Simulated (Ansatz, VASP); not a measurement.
**One calculation of Ni, two programs**

Contents of INCAR:

```
PREC = Accurate
ENCUT = 600
EDIFF = 1E-6
ISMEAR = -1
SIGMA = 0.03
LREAL = False
LASPH = True
NELM = 120
ALGO = Normal
ISIF = 2
LWAVE = False
LCHARG = False
GGA = CA
NBANDS = 11
GGA_COMPAT = False
```

The input KPOINTS:

```
Automatic mesh
0
Gamma
  16 16 16
```

Contents of POSCAR:

```
Ni
1.0
    0.0000000000      1.7104399105      1.7104399105
    1.7104399105      0.0000000000      1.7104399105
    1.7104399105      1.7104399105      0.0000000000
Ni
1
Direct
    0.0000000000      0.0000000000      0.0000000000
```

Input for Ansatz:

```yaml
crystal:
  lattice:
    - [0.0, 1.7104399105, 1.7104399105]
    - [1.7104399105, 0.0, 1.7104399105]
    - [1.7104399105, 1.7104399105, 0.0]
  atoms:
    - { symbol: Ni, position: [0.0, 0.0, 0.0] }
hamiltonian:
  xc: lda
  pseudopotentials:
    kind: paw
    azcp:
      Ni: "pseudopotentials/Ni.paw.azcp"
basis:
  ecutwfc: 420
  fft_grid_basis: typed
kpoints:
  mp_grid: { grid: [16, 16, 16], shift: [0, 0, 0] }
magnetization:
  spin_polarized: false
scf:
  occupations: { method: fermi_dirac, width: 0.03 }
  lower_state_search: "off"
output:
  stress: true
```

Alike in both runs: task single point; functional LDA; k mesh 16 × 16 × 16; occupations fermi-dirac, width 0.03 eV; no spin polarisation.

|  | VASP | Ansatz |
| --- | --- | --- |
| version | VASP 6.6.1 | Ansatz 0.2.0 |
| potentials or method | VASP PAW LDA potentials, release 64 (Ni), cutoff 600 eV | plane waves (420 eV) with PAW, scalar-relativistic |
| valence electrons in the cell | 10 | 18 |

```csv
,VASP,Ansatz,Ansatz less VASP
pressure (GPa),-0.7,-0.6,+0.15
```

Ansatz warns that its potentials were made for another functional, while VASP's fit it. LDA's correlation is that of Perdew and Zunger in VASP and of Perdew and Wang (1992) in Ansatz. VASP's potentials hold 10 valence electrons a cell and Ansatz's 18, so a difference there can come from the potentials and not from the codes.
